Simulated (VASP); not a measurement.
A run of VASP 6.6.1:

Contents of INCAR:

```
SYSTEM = SrCl2
ALGO     = Normal         ! electronic algorithm
EDIFF    = 1E-7           ! SCF threshold, eV
ENCUT    = 520            ! plane-wave cutoff, eV
GGA      = CA             ! functional
ISIF     = 2              ! what is computed and relaxed
ISMEAR   = 0              ! smearing method
LASPH    = .TRUE.         ! aspherical terms in the spheres
LCHARG   = .TRUE.         ! write CHGCAR
LELF     = .TRUE.         ! ELF
LREAL    = .FALSE.        ! projectors in reciprocal space
LVHAR    = .TRUE.       
LWAVE    = .FALSE.        ! write WAVECAR
NBANDS   = 19             ! bands
NELM     = 100            ! most SCF steps
PREC     = Accurate       ! precision mode
SIGMA    = 0.05           ! smearing width, eV
```

KPOINTS

```
k-points
0
G
  6 6 6
  0 0 0
```

The input POSCAR:

```
SrCl2
1.0
    0.0000000000      3.6249200000      3.6249200000
    3.6249200000      0.0000000000      3.6249200000
    3.6249200000      3.6249200000      0.0000000000
Sr Cl
1 2
Direct
    0.0000000000      0.0000000000      0.0000000000
    0.2500000000      0.2500000000      0.2500000000
    0.7500000000      0.7500000000      0.7500000000
```

Potentials or basis: VASP PAW LDA potentials, release 64 (Sr_sv, Cl).

Run with:

```sh
$ cat potpaw_LDA.64/Sr_sv/POTCAR potpaw_LDA.64/Cl/POTCAR > POTCAR
$ mpirun -np 1 vasp_std > vasp.out
```

Hardware: 1 thread of Intel(R) Xeon(R) 6975P-C (Granite Rapids), on a shared host.

Question: How long does it take, and how much memory?

Answer: Wall time 13 s on 1 thread of Intel(R) Xeon(R) 6975P-C (Granite Rapids), on a shared host, peak memory 0.2 GiB. Counts: scf iterations 14, k points 16.
